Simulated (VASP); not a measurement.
# Be (P2_1/m) in VASP: a series of runs

The runs below take Be through single point, with PBE+D3(BJ).

Everything below comes from runs of VASP 6.6.1. Logs are shortened: lines on timing, memory, paths and dates and some standing lists are left out, and cuts for length are marked.

### 1 The cell of the first run

It takes space group P2_1/m (No. 11, monoclinic). The conventional cell has a = 2.214 Å, b = 3.500 Å, c = 2.214 Å, α = 90.00°, β = 120.00°, γ = 90.00°. Within 2.9 Å of Be (site symmetry m) lie 14 Be at 2.08 to 2.83 Å.

### 2 Single point, PBE+D3(BJ) (atoms displaced along several vibrational modes)

Contents of INCAR:

```
PREC = Accurate
ENCUT = 520
EDIFF = 1E-6
ISMEAR = 0
SIGMA = 0.15
LREAL = False
LASPH = True
NELM = 80
ALGO = Fast
ISIF = 2
LWAVE = False
LCHARG = False
GGA = PE
IVDW = 12
NBANDS = 9
```

Contents of KPOINTS:

```
regular mesh
0
Gamma
  24 24 12
```

Contents of POSCAR:

```
Be
1.0
    2.2141966284      0.0000000000      0.0000000000
   -1.1070983142      1.9175505292      0.0000000000
    0.0000000000      0.0000000000      3.5001053904
Be
2
Direct
    0.2947280763      0.7150095909      0.2500000000
    0.7052719237      0.2849904091      0.7500000000
```

Potentials or basis: VASP PAW PBE potentials, release 64 (Be).

On the command line:

```console
cat potpaw_PBE.64/Be/POTCAR > POTCAR
mpirun -np 1 vasp_std > vasp.out
```

OUTCAR:

```text
PREC = Accurate
   ENCUT = 520
   EDIFF = 1E-6
   ISMEAR = 0
   LREAL = False
   LASPH = True
   NELM = 80
   ISIF = 2
   GGA = PE
   IVDW = 12
 IVDW          = 12

 ion  position               nearest neighbor table
   1  0.295  0.715  0.250-   2 2.08   2 2.08   2 2.10   2 2.10   2 2.38   2 2.38
   2  0.705  0.285  0.750-   1 2.08   1 2.08   1 2.10   1 2.10   1 2.38   1 2.38

  LATTYP: Found a hexagonal cell.
 ALAT       =     2.2141966284
 C/A-ratio  =     1.5807563545

  Lattice vectors:

 A1 = (   2.2141966284,   0.0000000000,   0.0000000000)
 A2 = (  -1.1070983142,   1.9175505292,   0.0000000000)
 A3 = (   0.0000000000,   0.0000000000,   3.5001053904)

Analysis of symmetry for initial positions (statically):
=====================================================================
 Subroutine PRICEL returns:
 Original cell was already a primitive cell.

 Routine SETGRP: Setting up the symmetry group for a
 hexagonal supercell.

 Subroutine GETGRP returns: Found  4 space group operations
 (whereof  2 operations were pure point group operations)
 out of a pool of 24 trial point group operations.

The static configuration has the point symmetry S_2 .
 The point group associated with its full space group is C_2h.

Analysis of symmetry for dynamics (positions and initial velocities):
=====================================================================
 Subroutine PRICEL returns:
 Original cell was already a primitive cell.

 Routine SETGRP: Setting up the symmetry group for a
 hexagonal supercell.

 Subroutine GETGRP returns: Found  4 space group operations
 (whereof  2 operations were pure point group operations)
 out of a pool of 24 trial point group operations.

The dynamic configuration has the point symmetry S_2 .
 The point group associated with its full space group is C_2h.

 Subroutine INISYM returns: Found  4 space group operations
 (whereof  2 operations are pure point group operations),
 and found     1 'primitive' translations

----------------------------------------------------------------------------------------

                                     Primitive cell

  volume of cell :      14.8609

  direct lattice vectors                    reciprocal lattice vectors
     2.214196628  0.000000000  0.000000000     0.451631073  0.260749322  0.000000000
    -1.107098314  1.917550529  0.000000000     0.000000000  0.521498644  0.000000000
     0.000000000  0.000000000  3.500105390     0.000000000  0.000000000  0.285705683

  length of vectors
     2.214196628  2.214196628  3.500105390     0.521498644  0.521498644  0.285705683

  position of ions in fractional coordinates (direct lattice)
     0.294728076  0.715009591  0.250000000
     0.705271924  0.284990409  0.750000000

  ion indices of the primitive-cell ions
   primitive index   ion index
                 1           1
                 2           2

----------------------------------------------------------------------------------------

 KPOINTS: regular mesh

Automatic generation of k-mesh.
 Grid dimensions read from file:
 generate k-points for:   24   24   12

 Generating k-lattice:

  Cartesian coordinates                     Fractional coordinates (reciprocal lattice)
     0.018817961  0.010864555  0.000000000     0.041666667  0.000000000  0.000000000
     0.000000000  0.021729110  0.000000000     0.000000000  0.041666667  0.000000000
     0.000000000  0.000000000  0.023808807     0.000000000  0.000000000  0.083333333

  Length of vectors
     0.021729110  0.021729110  0.023808807

  Shift w.r.t. Gamma in fractional coordinates (k-lattice)
     0.000000000  0.000000000  0.000000000

 Subroutine IBZKPT returns following result:
 ===========================================

 Found   2030 irreducible k-points:

 Following reciprocal coordinates:
            Coordinates               Weight
  0.000000  0.000000  0.000000      1.000000
  0.041667  0.000000  0.000000      2.000000
  0.000000  0.041667  0.000000      2.000000
 -0.041667  0.041667  0.000000      2.000000
  0.083333  0.000000  0.000000      2.000000
  0.000000  0.083333  0.000000      2.000000
[... 16 lines left out ...]
  0.333333  0.000000  0.000000      2.000000
  0.000000  0.333333  0.000000      2.000000
 [... further k-points ...]
   k-points           NKPTS =   2030   k-points in BZ     NKDIM =   2030   number of bands    NBANDS=      9
   number of dos      NEDOS =    301   number of ions     NIONS =      2
   total plane-waves  NPLWV =   7168
   dimension x,y,z NGX =    16 NGY =   16 NGZ =   28
   dimension x,y,z NGXF=    32 NGYF=   32 NGZF=   56
   ions per type =               2
   NGX,Y,Z   is equivalent  to a cutoff of  12.01, 12.01, 13.30 a.u.
   NGXF,Y,Z  is equivalent  to a cutoff of  24.03, 24.03, 26.60 a.u.
 SYSTEM =  unknown system
   PREC   = accura    normal or accurate (medium, high low for compatibility)
   ISTART =      0    job   : 0-new  1-cont  2-samecut
[... 32 lines left out ...]
   GGA     = PE    functional components
   LHFCALC =     F    Hartree Fock is set to
   AEXX    =    0.0000 exact exchange contribution
   IVDW    =    12    specifies the selected vdW correction
   LEPSILON=     F    determine dielectric tensor
   LRPA    =     F    only Hartree local field effects (RPA)
 non-spin polarized calculation
 RMM-DIIS sequential band-by-band and
 Gauss-broadening in eV      SIGMA  =   0.15
  energy-cutoff  :      520.00
  volume of cell :       14.86
 maximum number of plane-waves:       418
   NGX =  9   NGY =  9   NGZ = 13

 number of electron       4.0000000 magnetization

 Free energy of the ion-electron system (eV)
  ---------------------------------------------------
  ext. energy  EPLUGINS =         0.00000000
  ---------------------------------------------------
  free energy    TOTEN  =        -7.35214815 eV

  energy without entropy =       -7.35067665  energy(sigma->0) =       -7.35141240

 E-fermi :   7.6653     XC(G=0): -10.8106

 val. band max:        7.6482986527   @ k =   0.2917   0.2917   0.2500
 cond. band min:       7.6695208614   @ k =   0.1250   0.2917   0.0000
 fundamental gap:      0.0212222087
 Fermi energy:         7.6653105238

 k-point     1 :       0.0000    0.0000    0.0000
  band No.  band energies     occupation
      1      -4.1466      2.00000
      2       2.8030      2.00000
      3       8.8169      0.00000
      4      23.5262      0.00000
      5      25.6677      0.00000
      6      26.0531      0.00000
      7      29.2149      0.00000
      8      29.6050      0.00000
      9      34.9140      0.00000

 k-point     2 :       0.0417    0.0000    0.0000
  band No.  band energies     occupation
      1      -4.0955      2.00000
      2       2.8718      2.00000
      3       8.8273      0.00000
      4      23.2374      0.00000
      5      25.2239      0.00000
      6      25.9908      0.00000
      7      29.2845      0.00000
      8      29.4900      0.00000
      9      33.6768      0.00000

 k-point     3 :       0.0000    0.0417    0.0000
  band No.  band energies     occupation
      1      -4.0956      2.00000
      2       2.8718      2.00000
      3       8.8269      0.00000
      4      23.2399      0.00000
      5      25.1494      0.00000
      6      26.0953      0.00000
      7      29.2673      0.00000
      8      29.4863      0.00000
      9      33.5919      0.00000

 k-point     4 :      -0.0417    0.0417    0.0000
  band No.  band energies     occupation
      1      -4.0952      2.00000
      2       2.8703      2.00000
      3       8.8361      0.00000
      4      23.2992      0.00000
      5      24.6210      0.00000
      6      26.5955      0.00000
      7      29.2116      0.00000
      8      29.5711      0.00000
      9      34.9120      0.00000
[... 205 lines left out ...]
 k-point    22 :      -0.2917    0.2917    0.0000
  band No.  band energies     occupation
      1      -1.6469      2.00000
      2       6.0299      2.00000
      3       9.4343      0.00000
      4      13.6071      0.00000
      5      18.9150      0.00000
      6      23.4643      0.00000
      7      23.5252      0.00000
      8      26.6682      0.00000
      9      29.0119      0.00000

 k-point    23 :       0.3333    0.0000    0.0000
  band No.  band energies     occupation
      1      -0.8687      2.00000
      2       7.1714      2.00000
      3       7.7487      0.43152
      4      14.8803      0.00000
      5      19.1500      0.00000
      6      19.9205      0.00000
      7      21.5577      0.00000
      8      23.3739      0.00000
      9      31.4889      0.00000

 k-point    24 :       0.0000    0.3333    0.0000
  band No.  band energies     occupation
      1      -0.8672      2.00000
      2       7.1803      2.00000
      3       7.7069      0.69471
      4      14.9762      0.00000
      5      19.0711      0.00000
      6      19.8657      0.00000
      7      21.5714      0.00000
      8      23.5297      0.00000
      9      31.1226      0.00000

 [... further k-points ...]

------------------------ aborting loop because EDIFF is reached ----------------------------------------

 Edisp (eV)   -0.75728

 E8    (eV) :    -0.2626

  FORCE on cell =-STRESS in cart. coord.  units (eV):
  Direction    XX          YY          ZZ          XY          YZ          ZX
  --------------------------------------------------------------------------------------
  -------------------------------------------------------------------------------------
  Total      -0.49847     0.51094     0.52230     0.80787     0.00000     0.00000
  in kB     -53.74103    55.08563    56.30972    87.09801     0.00000     0.00000
  external pressure =       19.22 kB  Pullay stress =        0.00 kB

 VOLUME and BASIS-vectors are now :
 -----------------------------------------------------------------------------
  energy-cutoff  :      520.00
  volume of cell :       14.86
      direct lattice vectors                 reciprocal lattice vectors
     2.214196628  0.000000000  0.000000000     0.451631073  0.260749322  0.000000000
    -1.107098314  1.917550529  0.000000000     0.000000000  0.521498644  0.000000000
     0.000000000  0.000000000  3.500105390     0.000000000  0.000000000  0.285705683

 POSITION                                       TOTAL-FORCE (eV/Angst)
 -----------------------------------------------------------------------------------
     -0.13900      1.37107      0.87503         0.551225     -0.477465      0.000000
      1.24610      0.54648      2.62508        -0.551225      0.477465      0.000000
 -----------------------------------------------------------------------------------
    total drift:                               -0.000000      0.000000     -0.000000

  FREE ENERGIE OF THE ION-ELECTRON SYSTEM (eV)
  ---------------------------------------------------
  free  energy   TOTEN  =        -8.1094324732 eV

  energy  without entropy=       -8.1079609755  energy(sigma->0) =       -8.10869672
```

Run time: 2.4 min. Hardware: 1 thread of Oxide Virtual Turin-like, shared host; peak memory 0.3 GiB.

What came out:

| Property | Result |
| --- | --- |
| Free energy | -8.1094 eV |
| Pressure | 1.9 GPa |
| Largest force | 0.729 eV/Å |
| Band gap on the k mesh | zero (bands 2 and 3 overlap by 2.09 eV) |
| Dispersion energy per atom | -0.379 eV |

Forces in eV/Å, atoms in the order of the input:
```
Be   0.551 -0.477  0.000
Be  -0.551  0.477  0.000
```

Caveat: the cell differs from its parent crystal (atoms displaced along several vibrational modes); the stress differs along the axes, from -5 to 6 GPa.

### 3 Single point, PBE+D3(BJ) (atoms displaced along several vibrational modes)

Contents of INCAR:

```
SYSTEM = Be
PREC = Accurate
ENCUT = 520
EDIFF = 1E-6
ISMEAR = 0
SIGMA = 0.15
LREAL = .False.
LASPH = .True.
NELM = 100
ALGO = Fast
ISIF = 2
LWAVE = .False.
LCHARG = .True.
GGA = PE
IVDW = 12
LELF = .True.
LVHAR = .True.
NBANDS = 9
```

Contents of KPOINTS:

```
regular mesh
0
Gamma
  24 24 12
  0 0 0
```

Contents of POSCAR:

```
Be
1.0
    2.2141966284      0.0000000000      0.0000000000
   -1.1070983142      1.9175505292      0.0000000000
    0.0000000000      0.0000000000      3.5001053904
Be
2
Direct
    0.3365942768      0.7150095909      0.2500000000
    0.6634057232      0.2849904091      0.7500000000
```

Potentials or basis: VASP PAW PBE potentials, release 64 (Be).

On the command line:

```console
cat potpaw_PBE.64/Be/POTCAR > POTCAR
mpirun -np 1 vasp_std > vasp.out
```

It took 94 s on 1 thread of Oxide Virtual Turin-like, shared host; peak memory 0.3 GiB.

Results (log left out):

```yaml
Free_energy: -8.1802 eV
Pressure: 1.1 GPa
Largest_force: 0.837 eV/Å
Band_gap_on_the_k_mesh: zero (bands 2 and 3 overlap by 2.17 eV)
Dispersion_energy_per_atom: -0.379 eV
```

Forces in eV/Å, atoms in the order of the input:
```
Be   0.195 -0.814  0.000
Be  -0.195  0.814  0.000
```

Stress tensor (GPa, compression positive):
```
-5.17  3.36  0.00
 3.36  5.30  0.00
 0.00  0.00  3.28
```

Levels at points of the mesh, in eV from the Fermi level:
| k point | band 1 | band 2 | band 3 | band 4 | band 5 | band 6 | band 7 |
| --- | --- | --- | --- | --- | --- | --- | --- |
| (0.00, 0.00, 0.00) | -11.75 | -4.79 | 1.21 | 16.29 | 17.69 | 18.65 | 20.77 |
| (0.50, 0.00, 0.00) | -5.31 | -3.19 | 3.60 | 6.75 | 6.97 | 10.18 | 10.58 |
| (0.00, 0.50, 0.00) | -4.85 | -3.96 | 4.55 | 5.49 | 8.43 | 9.74 | 9.97 |
| (0.50, 0.50, 0.00) | -5.59 | -2.49 | 3.07 | 5.83 | 7.67 | 9.91 | 11.08 |
| (0.00, 0.00, 0.50) | -9.55 | -9.55 | 11.02 | 11.02 | 18.40 | 18.40 | 18.65 |
| (0.50, 0.00, 0.50) | -3.86 | -3.86 | 1.70 | 1.70 | 12.43 | 12.43 | 16.36 |
| (0.00, 0.50, 0.50) | -4.05 | -4.05 | 2.15 | 2.15 | 12.56 | 12.56 | 15.26 |
| (0.50, 0.50, 0.50) | -3.60 | -3.60 | 1.17 | 1.17 | 12.51 | 12.51 | 17.18 |

Caveat: the cell differs from its parent crystal (atoms displaced along several vibrational modes); the stress differs along the axes, from -5 to 5 GPa.

### 4 Single point, PBE+D3(BJ) (atoms displaced along several vibrational modes)

Contents of INCAR:

```
SYSTEM = Be
PREC = Accurate
ENCUT = 520
EDIFF = 1E-6
ISMEAR = 0
SIGMA = 0.15
LREAL = .FALSE.
LASPH = .TRUE.
NELM = 100
ALGO = Fast
ISIF = 2
LWAVE = .FALSE.
LCHARG = .FALSE.
GGA = PE
IVDW = 12
NBANDS = 9
```

Contents of KPOINTS:

```
regular mesh
0
G
  24 24 12
  0 0 0
```

Contents of POSCAR:

```
Be
1.0
    2.2141966284      0.0000000000      0.0000000000
   -1.1070983142      1.9175505292      0.0000000000
    0.0000000000      0.0000000000      3.5001053904
Be
2
Direct
    0.2672956707      0.6183237424      0.2500000000
    0.7327043293      0.3816762576      0.7500000000
```

On the command line:

```console
cat potpaw_PBE.64/Be/POTCAR > POTCAR
mpirun -np 1 vasp_std > vasp.out
```

Run time: 1.8 min. Hardware: 1 thread of Oxide Virtual Turin-like, shared host; peak memory 0.3 GiB.

The run converged. Its results:

```
Free energy                : -8.1159 eV
Pressure                   : 1.8 GPa
Largest force              : 1.190 eV/Å
Band gap on the k mesh     : zero (bands 2 and 3 overlap by 2.10 eV)
Dispersion energy per atom : -0.379 eV
```

Forces on the atoms (eV/Å):
```
Be   0.979  0.676  0.000
Be  -0.979 -0.676  0.000
```

Stress tensor (GPa, compression positive):
```
 5.09  4.37  0.00
 4.37 -5.81  0.00
 0.00  0.00  6.19
```

Levels at points of the mesh, in eV from the Fermi level:
```csv
k point,band 1,band 2,band 3,band 4,band 5,band 6,band 7
"(0.00, 0.00, 0.00)",-11.79,-4.84,1.18,16.26,17.87,18.35,20.76
"(0.50, 0.00, 0.00)",-4.70,-4.24,4.85,5.02,8.88,9.35,9.91
"(0.00, 0.50, 0.00)",-5.65,-2.48,2.95,5.70,7.71,10.02,11.05
"(0.50, 0.50, 0.00)",-5.46,-2.99,3.30,6.52,7.05,10.28,10.71
"(0.00, 0.00, 0.50)",-9.59,-9.59,10.94,10.94,18.33,18.33,18.61
"(0.50, 0.00, 0.50)",-4.12,-4.12,2.20,2.20,12.54,12.54,14.97
"(0.00, 0.50, 0.50)",-3.62,-3.62,1.09,1.09,12.42,12.42,17.29
"(0.50, 0.50, 0.50)",-3.82,-3.82,1.49,1.49,12.35,12.35,16.70
```

Caveat: the cell differs from its parent crystal (atoms displaced along several vibrational modes); the stress differs along the axes, from -6 to 6 GPa; forces of over 1 eV/Å act on the atoms, so gaps and moduli don't describe the material at rest.

### 5 Single point, PBE+D3(BJ) (atoms displaced along several vibrational modes)

Contents of INCAR:

```
SYSTEM = Be
  ALGO = Fast
  EDIFF = 1E-6
  ENCUT = 520
  GGA = PE
  ISIF = 2
  ISMEAR = 0
  IVDW = 12
  LASPH = .True.
  LCHARG = .True.
  LELF = .True.
  LREAL = .False.
  LVHAR = .True.
  LWAVE = .False.
  NBANDS = 9
  NELM = 80
  PREC = Accurate
  SIGMA = 0.15
```

Contents of KPOINTS:

```
k-points
0
Gamma
  24 24 12
  0 0 0
```

Contents of POSCAR:

```
Be
1.0
    2.2141966284      0.0000000000      0.0000000000
   -1.1070983142      1.9175505292      0.0000000000
    0.0000000000      0.0000000000      3.5001053904
Be
2
Direct
    0.3156385950      0.7150095909      0.2500000000
    0.6843614050      0.2849904091      0.7500000000
```

On the command line:

```console
cat potpaw_PBE.64/Be/POTCAR > POTCAR
mpirun -np 1 vasp_std > vasp.out
```

Wall time 2.2 min (1 thread of Oxide Virtual Turin-like, shared host); peak memory 0.3 GiB.

It converged, with:

```yaml
Free_energy: -8.1531 eV
Pressure: 1.4 GPa
Largest_force: 0.787 eV/Å
Band_gap_on_the_k_mesh: zero (bands 2 and 3 overlap by 2.15 eV)
Dispersion_energy_per_atom: -0.379 eV
```

Forces on the atoms (eV/Å):
```
Be   0.386 -0.686  0.000
Be  -0.386  0.686  0.000
```

Stress tensor (GPa, compression positive):
```
-5.18  6.28  0.00
 6.28  5.33  0.00
 0.00  0.00  4.17
```

Levels at points of the mesh, in eV from the Fermi level:
| k point | band 1 | band 2 | band 3 | band 4 | band 5 | band 6 | band 7 |
| --- | --- | --- | --- | --- | --- | --- | --- |
| (0.00, 0.00, 0.00) | -11.77 | -4.81 | 1.19 | 16.08 | 18.01 | 18.35 | 21.14 |
| (0.50, 0.00, 0.00) | -5.16 | -3.54 | 3.89 | 6.25 | 7.52 | 10.25 | 10.36 |
| (0.00, 0.50, 0.00) | -4.87 | -3.98 | 4.49 | 5.50 | 8.37 | 9.72 | 10.17 |
| (0.50, 0.50, 0.00) | -5.71 | -2.16 | 2.83 | 5.27 | 8.07 | 9.81 | 11.25 |
| (0.00, 0.00, 0.50) | -9.57 | -9.57 | 10.99 | 10.99 | 18.34 | 18.34 | 18.66 |
| (0.50, 0.00, 0.50) | -3.97 | -3.97 | 1.90 | 1.90 | 12.34 | 12.34 | 16.07 |
| (0.00, 0.50, 0.50) | -4.07 | -4.07 | 2.14 | 2.14 | 12.42 | 12.42 | 15.45 |
| (0.50, 0.50, 0.50) | -3.48 | -3.48 | 0.87 | 0.87 | 12.50 | 12.50 | 17.66 |

Caveat: the cell differs from its parent crystal (atoms displaced along several vibrational modes); the stress differs along the axes, from -5 to 5 GPa.

### 6 Overview

| cell | gap on the mesh (eV) | pressure (GPa) | largest force (eV/Å) |
| --- | --- | --- | --- |
| as given, atomic positions A | none | 1.9 | 0.73 |
| as given, atomic positions B | none | 1.1 | 0.84 |
| as given, atomic positions C | none | 1.8 | 1.19 |
| as given, atomic positions D | none | 1.4 | 0.79 |

Alike in all rows: task single point; level PBE+D3(BJ); potentials or basis VASP PAW PBE potentials, release 64 (Be); no spin polarisation; k mesh 24 × 24 × 12; cutoff (eV) 520; smearing gaussian 0.15 eV.

Caveats: the stress differs along the axes, from -5 to 5 GPa (at least some runs); the stress differs along the axes, from -5 to 6 GPa (at least some runs); the stress differs along the axes, from -6 to 6 GPa (at least some runs); forces of over 1 eV/Å act on the atoms, so gaps and moduli don't describe the material at rest (at least some runs).

Absolute energies hang on the potentials; compare differences alone.

The gap in the log of VASP goes by the Fermi energy; the results here count the filled bands.